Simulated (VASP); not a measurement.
Write the native input for VASP 6.6.1 that does the following.

| Quantity | Value |
| --- | --- |
| Task | single point |
| Functional | PBE |
| Potentials or basis | VASP PAW PBE potentials, release 64 (Be, Zn, Se) |
| Cutoff | 520 eV |
| k mesh | 12 × 12 × 4 |
| Occupations | gaussian, width 0.02 eV |
| Spin | no spin polarisation |
| Dipole correction | no |
| Further INCAR settings | ALGO = Normal; EDIFF = 1e-07; NBANDS = 26 |

The structure of Be2ZnSe3 lies in POSCAR:

```
Be2ZnSe3
1.0
    3.7899660873      0.0000000289      0.0000000000
   -1.8949830686      3.2822068966      0.0000000000
    0.0000000000      0.0000000000      9.3406561000
Be Zn Se
2 1 3
Direct
    0.0000000000      0.0000000000      0.0084440000
    0.6666666667      0.3333333333      0.3242370000
    0.3333333333      0.6666666667      0.6631090000
    0.0000000000      0.0000000000      0.7700450000
    0.3333333333      0.6666666667      0.3998320000
    0.6666666667      0.3333333333      0.0843330000
```

These files were run (other wordings do the same):

INCAR

```
SYSTEM = Be2ZnSe3
ALGO = Normal
EDIFF = 1E-7
ENCUT = 520
GGA = PE
ISIF = 2
ISMEAR = 0
LASPH = .True.
LCHARG = .True.
LELF = .True.
LREAL = .False.
LVHAR = .True.
LWAVE = .False.
NBANDS = 26
NELM = 100
PREC = Accurate
SIGMA = 0.02
```

KPOINTS

```
k-points
0
Gamma
  12 12 4
  0 0 0
```

Potentials or basis: VASP PAW PBE potentials, release 64 (Be, Zn, Se).

Command:

```console
$ cat potpaw_PBE.64/Be/POTCAR potpaw_PBE.64/Zn/POTCAR potpaw_PBE.64/Se/POTCAR > POTCAR
$ mpirun -np 1 vasp_std > vasp.out
```

Results of the run:

| Item | Value |
| --- | --- |
| Pressure | 0.2 GPa |
| Largest force | 0.020 eV/Å |
| Band gap on the k mesh | 2.36 eV, indirect (least direct gap 2.52 eV) |

It took 98 s on 1 thread of Intel(R) Xeon(R) 6975P-C (Granite Rapids), on a shared host, peak memory 0.35 GiB.
